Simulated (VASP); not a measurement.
Mn3Cu, 4 atoms in the cell. The structure is cubic, space group Pm-3m (No. 221). Conventional cell: a = 3.735 Å, b = 3.735 Å, c = 3.735 Å, α = 90.00°, β = 90.00°, γ = 90.00°. Mn (site symmetry 4/mmm) has 8 Mn at 2.64 Å and 4 Cu at 2.64 Å within 3.5 Å. Within 3.5 Å of Cu (site symmetry m-3m) lie 12 Mn at 2.64 Å. 

```yaml
Program: VASP 6.6.1
Task: single point
Functional: PBE
Potentials_or_basis: VASP PAW PBE potentials, release 64 (Mn_pv, Cu)
Cutoff: 520 eV
k_mesh: 12 × 12 × 12
Occupations: gaussian, width 0.1 eV
Spin: no spin polarisation
Dipole_correction: no
Further_INCAR_settings: ALGO = Fast; EDIFF = 1e-07; NBANDS = 33
```

Potentials or basis: VASP PAW PBE potentials, release 64 (Mn_pv, Cu).

Command:

```sh
$ cat potpaw_PBE.64/Mn_pv/POTCAR potpaw_PBE.64/Cu/POTCAR > POTCAR
$ mpirun -np 1 vasp_std > vasp.out
```

Hardware: 1 thread of Intel(R) Xeon(R) 6975P-C (Granite Rapids), on a shared host.

How long does it take, and how much memory?

It took 70 s on 1 thread of Intel(R) Xeon(R) 6975P-C (Granite Rapids), with other jobs on the host, peak memory 0.23 GiB. Counts: scf iterations 20, k points 84.
